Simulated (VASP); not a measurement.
A run of VASP 6.6.1:

File INCAR:

```
PREC = Accurate
ENCUT = 520
EDIFF = 1E-6
ISMEAR = 0
SIGMA = 0.15
LREAL = False
LASPH = True
NELM = 60
ALGO = Fast
ISIF = 2
LWAVE = False
LCHARG = True
GGA = PE
IVDW = 12
LELF = True
LVHAR = True
NBANDS = 8
```

File KPOINTS:

```
regular mesh
0
Gamma
  20 20 20
```

The input POSCAR:

```
Al
1.0
    0.0000000000      1.9910220790      2.0840028101
    1.9910220790      0.0000000000      2.0840028101
    1.9910220790      1.9910220790      0.0000000000
Al
1
Direct
    0.0000000000      0.0000000000      0.0000000000
```

Potentials or basis: VASP PAW PBE potentials, release 64 (Al).

The run is started by

```sh
$ cat potpaw_PBE.64/Al/POTCAR > POTCAR
$ mpirun -np 1 vasp_std > vasp.out
```

Hardware: 1 thread of Intel(R) Xeon(R) 6975P-C (Granite Rapids), on a shared host.

**Question.** How long does it take, and how much memory?

**Answer.** Run time: 20 s on 1 thread of Intel(R) Xeon(R) 6975P-C (Granite Rapids) (shared host), peak memory 0.2 GiB. Counts: scf iterations 10, k points 641.
